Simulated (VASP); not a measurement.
# AlN (P6_3mc) in VASP: a series of runs

The runs below take AlN through single point, with PBE, LDA, PBEsol.

All numbers are computed with VASP 6.6.1; they aren't measurements. Logs are shortened: lines on timing, memory, paths and dates and some standing lists are left out, and cuts for length are marked.

**Measured values to compare with.**

From “Structural and optical properties of self-assembled AlN nanowires grown on SiO2/Si substrates by molecular beam epitaxy”, 2024, arxiv:2402.00216, for a bulk crystal of AlN at 0 K: band gap 6.0343 eV (an exciton energy, a little under the gap).

From “Self-assembly of well-separated AlN nanowires directly on sputtered metallic TiN films”, 2019, arxiv:1910.07391, for a bulk crystal of AlN at 10 K: band gap 6.034 eV (an exciton energy, a little under the gap).

The runs below are set against these values where they give the same quantity.

## (1) The cell of the first run

The structure is hexagonal, space group P6_3mc (No. 186). Conventional cell: a = 3.107 Å, b = 3.107 Å, c = 4.979 Å, α = 90.00°, β = 90.00°, γ = 120.00°. Al (site symmetry 3m) has 4 N at 1.89 to 1.90 Å within 2.5 Å. N (site symmetry 3m) has 4 Al at 1.89 to 1.90 Å within 2.5 Å.

## (2) Single point, PBE

Contents of INCAR:

```
SYSTEM = AlN
PREC = Accurate ; ENCUT = 520
EDIFF = 1E-6 ; ISMEAR = -1
SIGMA = 0.02 ; LREAL = .FALSE.
LASPH = .TRUE. ; NELM = 80
ALGO = Normal ; ISIF = 2
LWAVE = .FALSE. ; LCHARG = .FALSE.
GGA = PE ; NBANDS = 16
```

Contents of KPOINTS:

```
Automatic mesh
0
G
  12 12 6
  0 0 0
```

Contents of POSCAR:

```
AlN
1.0
    3.1066945029      0.0000000000      0.0000000000
   -1.5533472514      2.6904763613      0.0000000000
    0.0000000000      0.0000000000      4.9785885515
Al N
2 2
Direct
    0.3333333333      0.6666666667     -0.0007956040
    0.6666666667      0.3333333333      0.4992043960
    0.3333333333      0.6666666667      0.3807956040
    0.6666666667      0.3333333333      0.8807956040
```

Potentials or basis: VASP PAW PBE potentials, release 64 (Al, N).

Launch:

```
> cat potpaw_PBE.64/Al/POTCAR potpaw_PBE.64/N/POTCAR > POTCAR
> mpirun -np 1 vasp_std > vasp.out
```

OUTCAR:

```text
SYSTEM = AlN
   PREC = Accurate
   ENCUT = 520
   EDIFF = 1E-6
   ISMEAR = -1
   LREAL = .FALSE.
   LASPH = .TRUE.
   NELM = 80
   ISIF = 2
   GGA = PE

 ion  position               nearest neighbor table
   1  0.333  0.667  0.999-   4 1.89   4 1.89   4 1.89   3 1.90   2 3.07   2 3.07   2 3.07   2 3.07
                             2 3.07   2 3.07
   2  0.667  0.333  0.499-   3 1.89   3 1.89   3 1.89   4 1.90   1 3.07   1 3.07   1 3.07   1 3.07
                             1 3.07   1 3.07
   3  0.333  0.667  0.381-   2 1.89   2 1.89   2 1.89   1 1.90
   4  0.667  0.333  0.881-   1 1.89   1 1.89   1 1.89   2 1.90

  LATTYP: Found a hexagonal cell.
 ALAT       =     3.1066945029
 C/A-ratio  =     1.6025356040

  Lattice vectors:

 A1 = (   3.1066945029,   0.0000000000,   0.0000000000)
 A2 = (  -1.5533472514,   2.6904763613,   0.0000000000)
 A3 = (   0.0000000000,   0.0000000000,   4.9785885515)

Analysis of symmetry for initial positions (statically):
=====================================================================
 Subroutine PRICEL returns:
 Original cell was already a primitive cell.

 Routine SETGRP: Setting up the symmetry group for a
 hexagonal supercell.

 Subroutine GETGRP returns: Found 12 space group operations
 (whereof  6 operations were pure point group operations)
 out of a pool of 24 trial point group operations.

The static configuration has the point symmetry C_3v.
 The point group associated with its full space group is C_6v.

Analysis of symmetry for dynamics (positions and initial velocities):
=====================================================================
 Subroutine PRICEL returns:
 Original cell was already a primitive cell.

 Routine SETGRP: Setting up the symmetry group for a
 hexagonal supercell.

 Subroutine GETGRP returns: Found 12 space group operations
 (whereof  6 operations were pure point group operations)
 out of a pool of 24 trial point group operations.

The dynamic configuration has the point symmetry C_3v.
 The point group associated with its full space group is C_6v.

 Subroutine INISYM returns: Found 12 space group operations
 (whereof  6 operations are pure point group operations),
 and found     1 'primitive' translations

----------------------------------------------------------------------------------------

                                     Primitive cell

  volume of cell :      41.6135

  direct lattice vectors                    reciprocal lattice vectors
     3.106694503  0.000000000  0.000000000     0.321885528  0.185840696  0.000000000
    -1.553347251  2.690476361  0.000000000     0.000000000  0.371681392  0.000000000
     0.000000000  0.000000000  4.978588551     0.000000000  0.000000000  0.200860141

  length of vectors
     3.106694503  3.106694503  4.978588551     0.371681392  0.371681392  0.200860141

  position of ions in fractional coordinates (direct lattice)
     0.333333333  0.666666667  0.999204396
     0.666666667  0.333333333  0.499204396
     0.333333333  0.666666667  0.380795604
     0.666666667  0.333333333  0.880795604

  ion indices of the primitive-cell ions
   primitive index   ion index
                 1           1
                 2           2
                 3           3
                 4           4

----------------------------------------------------------------------------------------

 KPOINTS: Automatic mesh

Automatic generation of k-mesh.
 Grid dimensions read from file:
 generate k-points for:   12   12    6

 Generating k-lattice:

  Cartesian coordinates                     Fractional coordinates (reciprocal lattice)
     0.026823794  0.015486725  0.000000000     0.083333333 -0.000000000  0.000000000
     0.000000000  0.030973449  0.000000000     0.000000000  0.083333333  0.000000000
     0.000000000  0.000000000  0.033476690     0.000000000  0.000000000  0.166666667

  Length of vectors
     0.030973449  0.030973449  0.033476690

  Shift w.r.t. Gamma in fractional coordinates (k-lattice)
     0.000000000  0.000000000  0.000000000

 Subroutine IBZKPT returns following result:
 ===========================================

 Found     76 irreducible k-points:

 Following reciprocal coordinates:
            Coordinates               Weight
  0.000000  0.000000  0.000000      1.000000
  0.083333  0.000000  0.000000      6.000000
  0.166667  0.000000  0.000000      6.000000
  0.250000  0.000000  0.000000      6.000000
  0.333333 -0.000000  0.000000      6.000000
  0.416667  0.000000  0.000000      6.000000
[... 16 lines left out ...]
  0.250000  0.000000  0.166667     12.000000
  0.333333 -0.000000  0.166667     12.000000
 [... further k-points ...]
   k-points           NKPTS =     76   k-points in BZ     NKDIM =     76   number of bands    NBANDS=     16
   number of dos      NEDOS =    301   number of ions     NIONS =      4
   total plane-waves  NPLWV =  23040
   dimension x,y,z NGX =    24 NGY =   24 NGZ =   40
   dimension x,y,z NGXF=    48 NGYF=   48 NGZF=   80
   ions per type =               2   2
   NGX,Y,Z   is equivalent  to a cutoff of  12.84, 12.84, 13.36 a.u.
   NGXF,Y,Z  is equivalent  to a cutoff of  25.69, 25.69, 26.71 a.u.
 SYSTEM =  AlN
   PREC   = accura    normal or accurate (medium, high low for compatibility)
   ISTART =      0    job   : 0-new  1-cont  2-samecut
   ICHARG =      2    charge: 1-file 2-atom 10-const
   ISPIN  =      1    spin polarized calculation?
   LNONCOLLINEAR =      F non collinear calculations
   LSORBIT =      F    spin-orbit coupling
   LASPH  =      T    aspherical Exc in radial PAW
   ENCUT  =  520.0 eV  38.22 Ry    6.18 a.u.   5.78  5.78  9.26*2*pi/ulx,y,z
   NELM   =     80;   NELMIN=  2; NELMDL= -5     # of ELM steps
   EDIFF  = 0.1E-05   stopping-criterion for ELM
   LREAL  =      F    real-space projection
   EDIFFG = 0.1E-04   stopping-criterion for IOM
   NSW    =      0    number of steps for IOM
   IBRION =     -1    ionic relax: 0-MD 1-quasi-New 2-CG
   NFREE  =      0    steps in history (QN), initial steepest desc. (CG)
   ISIF   =      2    stress and relaxation
   ISYM   =      2    0-nonsym 1-usesym 2-fastsym
   POTIM  = 0.5000    time-step for ionic-motion
   TEBEG  =    0.0;   TEEND  =   0.0 temperature during run
   PSTRESS=    0.0 pullay stress
   NELECT =      16.0000    total number of electrons
   NUPDOWN=      -1.0000    fix difference up-down
   EMIN   =  10.00;   EMAX   =-10.00  energy-range for DOS
   EFERMI =   0.00;   METHOD = LEGACY
   ISMEAR =    -1;   SIGMA  =   0.02  broadening in eV -4-tet -1-fermi 0-gaus
   EFERMI_NEDOS =   21; number of points for ismear=-14 and -15
   IALGO  =     38    algorithm
   IMIX   =      4    mixing-type and parameters
     AMIX     =   0.40;   BMIX     =  1.00
     AMIX_MAG =   1.60;   BMIX_MAG =  1.00
  volume/ion in A,a.u.               =      10.40        70.21
  Fermi-wavevector in a.u.,A,eV,Ry     =   1.190429  2.249585 19.281105  1.417121
  Thomas-Fermi vector in A             =   2.326514
   LORBIT       =      0    0 simple, 1 ext, 2 COOP (PROOUT), +10 PAW based schemes
   GGA     = PE    functional components
   LHFCALC =     F    Hartree Fock is set to
   AEXX    =    0.0000 exact exchange contribution
   IVDW    =     0    specifies the selected vdW correction
   LEPSILON=     F    determine dielectric tensor
   LRPA    =     F    only Hartree local field effects (RPA)
 non-spin polarized calculation
  energy-cutoff  :      520.00
  volume of cell :       41.61
 maximum number of plane-waves:      1152
 NGX is ok and might be reduce to    24
   NGX = 11   NGY = 11   NGZ = 19

 number of electron      15.9999996 magnetization

 Free energy of the ion-electron system (eV)
  ---------------------------------------------------
  ext. energy  EPLUGINS =         0.00000000
  ---------------------------------------------------
  free energy    TOTEN  =       -29.76785295 eV

  energy without entropy =      -29.76785295  energy(sigma->0) =      -29.76785295

 E-fermi :   6.5786     XC(G=0): -10.9266

 val. band max:        6.1856206723   @ k =   0.0000   0.0000   0.0000
 cond. band min:      10.4291912922   @ k =   0.0000   0.0000   0.0000
 fundamental gap:      4.2435706199
 Fermi energy:         6.5786090025

 k-point     1 :       0.0000    0.0000    0.0000
  band No.  band energies     occupation
      1      -9.0210      2.00000
      2      -6.8665      2.00000
      3       0.1766      2.00000
      4       5.3264      2.00000
      5       5.3264      2.00000
      6       5.9753      2.00000
[... 8 lines left out ...]
     15      19.3682      0.00000
     16      19.3682      0.00000

 k-point     2 :       0.0833    0.0000    0.0000
  band No.  band energies     occupation
      1      -8.9321      2.00000
      2      -6.8158      2.00000
      3       0.2824      2.00000
      4       4.9132      2.00000
      5       5.2092      2.00000
      6       5.5630      2.00000
[... 8 lines left out ...]
     15      19.4001      0.00000
     16      19.4403      0.00000

 k-point     3 :       0.1667    0.0000    0.0000
  band No.  band energies     occupation
      1      -8.6727      2.00000
      2      -6.6773      2.00000
      3       0.5942      2.00000
      4       3.9053      2.00000
      5       4.6875      2.00000
      6       4.9339      2.00000
[... 8 lines left out ...]
     15      18.5794      0.00000
     16      19.0133      0.00000

 k-point     4 :       0.2500    0.0000    0.0000
  band No.  band energies     occupation
      1      -8.2687      2.00000
      2      -6.4940      2.00000
      3       1.0934      2.00000
      4       2.7286      2.00000
      5       3.7224      2.00000
      6       4.6179      2.00000
[... 8 lines left out ...]
     15      18.3331      0.00000
     16      19.5139      0.00000
[... 324 lines left out ...]
 k-point    22 :       0.1667    0.0000    0.1667
  band No.  band energies     occupation
      1      -8.5710      2.00000
      2      -6.8625      2.00000
      3       0.8963      2.00000
      4       3.9719      2.00000
      5       4.4560      2.00000
      6       4.9910      2.00000
[... 8 lines left out ...]
     15      18.7312      0.00000
     16      19.1481      0.00000

 k-point    23 :       0.2500    0.0000    0.1667
  band No.  band energies     occupation
      1      -8.1742      2.00000
      2      -6.6490      2.00000
      3       1.2409      2.00000
      4       2.8918      2.00000
      5       3.5440      2.00000
      6       4.6842      2.00000
[... 8 lines left out ...]
     15      18.5938      0.00000
     16      19.5783      0.00000

 k-point    24 :       0.3333   -0.0000    0.1667
  band No.  band energies     occupation
      1      -7.6905      2.00000
      2      -6.4539      2.00000
      3       1.2687      2.00000
      4       2.2390      2.00000
      5       2.8444      2.00000
      6       4.4160      2.00000
[... 8 lines left out ...]
     15      18.6452      0.00000
     16      20.5325      0.00000

 [... further k-points ...]
[... 5 lines left out ...]
  --------------------------------------------------------------------------------------
  -------------------------------------------------------------------------------------
  Total        1.1552662      1.1552662      1.1169979      0.0000000      0.0000000      0.0000000
  in kB       44.4793776     44.4793776     43.0059931      0.0000000      0.0000000      0.0000000
  external PRESSURE =      43.9882495 kB  Pullay stress =       0.0000000 kB

 VOLUME and BASIS-vectors are now :
 -----------------------------------------------------------------------------
  energy-cutoff  :      520.00
  volume of cell :       41.61
      direct lattice vectors                 reciprocal lattice vectors
     3.106694503  0.000000000  0.000000000     0.321885528  0.185840696  0.000000000
    -1.553347251  2.690476361  0.000000000     0.000000000  0.371681392  0.000000000
     0.000000000  0.000000000  4.978588551     0.000000000  0.000000000  0.200860141

 POSITION                                       TOTAL-FORCE (eV/Angst)
 -----------------------------------------------------------------------------------
     -0.00000      1.79365      4.97463        -0.000000      0.000000     -0.009061
      1.55335      0.89683      2.48533        -0.000000      0.000000     -0.009061
     -0.00000      1.79365      1.89582        -0.000000      0.000000      0.009061
      1.55335      0.89683      4.38512         0.000000      0.000000      0.009061
 -----------------------------------------------------------------------------------
    total drift:                               -0.000000      0.000000     -0.000984

  FREE ENERGIE OF THE ION-ELECTRON SYSTEM (eV)
  ---------------------------------------------------
  free  energy   TOTEN  =       -29.7678529540 eV

  energy  without entropy=      -29.7678529540  energy(sigma->0) =      -29.76785295
```

Run time: 13 s. Hardware: 1 thread of Intel Xeon 6975P-C (Granite Rapids), shared host; peak memory 0.17 GiB.

Results:

- Free energy: -29.7679 eV
- Pressure: 4.4 GPa
- Largest force: 0.009 eV/Å
- Band gap on the k mesh: 4.24 eV, direct

Forces on the atoms (eV/Å):
```
Al   0.000  0.000 -0.009
Al   0.000  0.000 -0.009
N    0.000  0.000  0.009
N    0.000  0.000  0.009
```

A k mesh can miss the band edges. Expect the measured gap to be larger: semilocal functionals such as PBE lack the derivative discontinuity.

[end of part 1 of 3]
